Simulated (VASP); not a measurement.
Here is a VASP 6.6.1 calculation.

Contents of INCAR:

```
SYSTEM = TaAl5B
PREC = Accurate
ENCUT = 500
EDIFF = 1E-6
ISMEAR = 0
SIGMA = 0.2
LREAL = .False.
LASPH = .True.
NELM = 120
ALGO = Normal
ISIF = 2
LWAVE = .False.
LCHARG = .False.
GGA = PE
NBANDS = 24
GGA_COMPAT = .False.
```

KPOINTS

```
regular mesh
0
Gamma
  4 4 3
  0 0 0
```

POSCAR

```
TaAl5B
1.0
    5.1337644922      0.0000000000      0.0000000000
   -2.5668822461      4.4459704673      0.0000000000
    0.0000000000      0.0000000000      4.5284221551
Ta Al B
1 5 1
Direct
    0.0000000000      0.0000000000      0.0000000000
    0.3333333333      0.6666666667      0.9999214145
    0.6666666667      0.3333333333      0.0000785855
    0.5000000000      0.0000000000      0.5000000000
    0.0000000000      0.5000000000      0.5000000000
    0.5000000000      0.5000000000      0.5000000000
    0.0000000000      0.0000000000      0.5000000000
```

Potentials or basis: VASP PAW PBE potentials, release 64 (Ta_pv, Al, B).

Launch:

```console
$ cat potpaw_PBE.64/Ta_pv/POTCAR potpaw_PBE.64/Al/POTCAR potpaw_PBE.64/B/POTCAR > POTCAR
$ mpirun -np 1 vasp_std > vasp.out
```

Task: Estimate the band gap on the k mesh.

Result: Zero (an odd number of electrons rules out a gap without spin polarisation).

Task: What does it give for the largest force?

Result: 0.004 eV/Å.

Task: Estimate the pressure.

Result: 0.3 GPa.

Forces in eV/Å, atoms in the order of the input:
```
Ta   0.000  0.000  0.000
Al   0.000  0.000  0.004
Al   0.000  0.000 -0.004
Al   0.000  0.000  0.000
Al   0.000  0.000  0.000
Al   0.000  0.000  0.000
B    0.000  0.000  0.000
```

Caveat: the k points lie up to 0.46 Å⁻¹ apart, too coarse for converged energies and pressures of a metal; spin-orbit coupling is left out, which moves the levels of the heavy elements.
